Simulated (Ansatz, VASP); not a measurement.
**One calculation of Ga, two programs**

File INCAR:

```
SYSTEM = Ga
  PREC = Accurate
  ENCUT = 520
  EDIFF = 1E-6
  ISMEAR = -1
  SIGMA = 0.05
  LREAL = .FALSE.
  LASPH = .TRUE.
  NELM = 80
  ALGO = Fast
  ISIF = 2
  LWAVE = .FALSE.
  LCHARG = .FALSE.
  GGA = PS
  NBANDS = 20
```

KPOINTS

```
Automatic mesh
0
G
  10 8 7
  0 0 0
```

POSCAR

```
Ga
1.0
    2.8329147839      0.0000000000      0.0000000000
    0.0000000000      3.3459704005      0.0000000000
   -1.3697795742      0.0000000000      4.0685336955
Ga
2
Direct
    0.1345962700      0.7500000000      0.7701668300
    0.8654037300      0.2500000000      0.2298331700
```

Contents of input.yaml:

```yaml
crystal:
  lattice:
    - [2.8329147839, 0.0, 0.0]
    - [0.0, 3.3459704005, 0.0]
    - [-1.3697795742, 0.0, 4.0685336955]
  atoms:
    - { symbol: Ga, position: [0.13459627, 0.75, 0.77016683] }
    - { symbol: Ga, position: [0.86540373, 0.25, 0.22983317] }
kpoints:
  mp_grid: { grid: [10, 8, 7] }
scf:
  occupations: { method: fermi_dirac, width: 0.05 }
hamiltonian:
  xc: pbesol
  pseudopotentials: { kind: all_electron, lapw: { basis_error: 0.001 } }
output:
  forces: true
  stress: true
  eigenvalues: true
```

Change from the starting cell: volume scaled by 1.06.

Alike in both runs: task single point; functional PBEsol; k mesh 10 × 8 × 7; occupations fermi-dirac, width 0.05 eV; no spin polarisation.

|  | VASP | Ansatz |
| --- | --- | --- |
| version | VASP 6.6.1 | Ansatz 0.2.0 |
| potentials or method | VASP PAW PBE potentials, release 64 (Ga_d), cutoff 520 eV | all-electron LAPW, scalar-relativistic |

VASP gave:

```
gap on the k mesh at the Fermi level (eV)                     : none
pressure (GPa)                                                : -3.6
traceless stress, the component that is largest in VASP (GPa) : -1.14
rms of the force components (eV/Å)                            : 0.028
```

Q: What did Ansatz give for the same quantities?

A: gap on the k mesh at the Fermi level (eV): none; pressure (GPa): -3.6; traceless stress, the component that is largest in VASP (GPa): -1.12; rms of the force components (eV/Å): 0.028.

VASP's potentials were made for PBE, not for PBEsol. Atom by atom the forces differ by 0.000 eV/Å (rms over components). A gap of «none» marks a metal or a gap that the smearing closes. Ansatz ran all-electron here, and VASP with PAW potentials.
